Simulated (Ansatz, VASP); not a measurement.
Two plane-wave programs on CuO

```xyz
4
Lattice="2.0816 -2.0811 0.1629 2.0816 2.0811 0.1629 -0.4038 0.0000 5.1412" Properties=species:S:1:pos:R:3 pbc="T T T"
Cu    1.0408    1.0405    0.0814
Cu    0.8389   -1.0405    2.6520
O     1.9806   -0.0004    1.4482
O     1.7787    0.0004    4.0188
```

Alike in both runs: functional PBE; k mesh 7 × 7 × 4; occupations fermi-dirac, width 0.1 eV; no spin polarisation.

Ansatz relaxed the structure, and its values are those at the end. VASP's run is a single point on that final structure, the one shown.

|  | VASP | Ansatz |
| --- | --- | --- |
| version | VASP 6.6.1 | Ansatz 0.2.0 |
| potentials or method | VASP PAW PBE potentials, release 64 (Cu, O), cutoff 520 eV | PAW plane waves |
| valence electrons in the cell | 34 | 50 |

Ansatz gave:

| Quantity | Value |
| --- | --- |
| gap on the k mesh at the Fermi level (eV) | none |
| pressure (GPa) | 0.0 |

Task: Which values does VASP return?

Result: gap on the k mesh at the Fermi level (eV): none; pressure (GPa): 0.6.

A gap of «none» marks a metal or a gap that the smearing closes. The functional is the same, so the differences come from potentials, cutoffs and numerics. VASP's potentials hold 34 valence electrons a cell and Ansatz's 50, so a difference there can come from the potentials and not from the codes.
